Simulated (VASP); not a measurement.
A run of VASP 6.6.1 is set up as follows.

INCAR

```
SYSTEM = Rb3Si2
  PREC = Accurate
  ENCUT = 520
  EDIFF = 1E-6
  ISMEAR = 0
  SIGMA = 0.1
  LREAL = .FALSE.
  LASPH = .TRUE.
  NELM = 80
  ALGO = Normal
  ISIF = 2
  LWAVE = .FALSE.
  LCHARG = .TRUE.
  GGA = PE
  LELF = .TRUE.
  LVHAR = .TRUE.
  NBANDS = 26
```

KPOINTS

```
Automatic mesh
0
G
  6 6 2
  0 0 0
```

The input POSCAR:

```
Rb3Si2
1.0
    7.2798387412      0.0000000000      0.0000000000
   -3.6399193706      6.3045252854      0.0000000000
    0.0000000000      0.0000000000      4.7686920900
Rb Si
3 2
Direct
    0.5000000000      0.0000000000      0.5000000000
    0.0000000000      0.5000000000      0.5000000000
    0.5000000000      0.5000000000      0.5000000000
    0.0000000000      0.0000000000      0.7562048839
    0.0000000000      0.0000000000      0.2437951161
```

Potentials or basis: VASP PAW PBE potentials, release 64 (Rb_sv, Si).

Command:

```bash
$ cat potpaw_PBE.64/Rb_sv/POTCAR potpaw_PBE.64/Si/POTCAR > POTCAR
$ mpirun -np 1 vasp_std > vasp.out
```

Q: What does it give for the band gap on the k mesh?

A: Zero (an odd number of electrons rules out a gap without spin polarisation).

Q: Estimate the pressure.

A: 0.0 GPa.

Q: Predict the largest force.

A: 0.004 eV/Å.

Forces on the atoms (eV/Å):
```
Rb   0.000  0.000  0.000
Rb   0.000  0.000  0.000
Rb   0.000  0.000  0.000
Si   0.000  0.000  0.004
Si   0.000  0.000 -0.004
```

Caveat: the k points lie up to 0.66 Å⁻¹ apart, too coarse for converged energies and pressures of a metal.
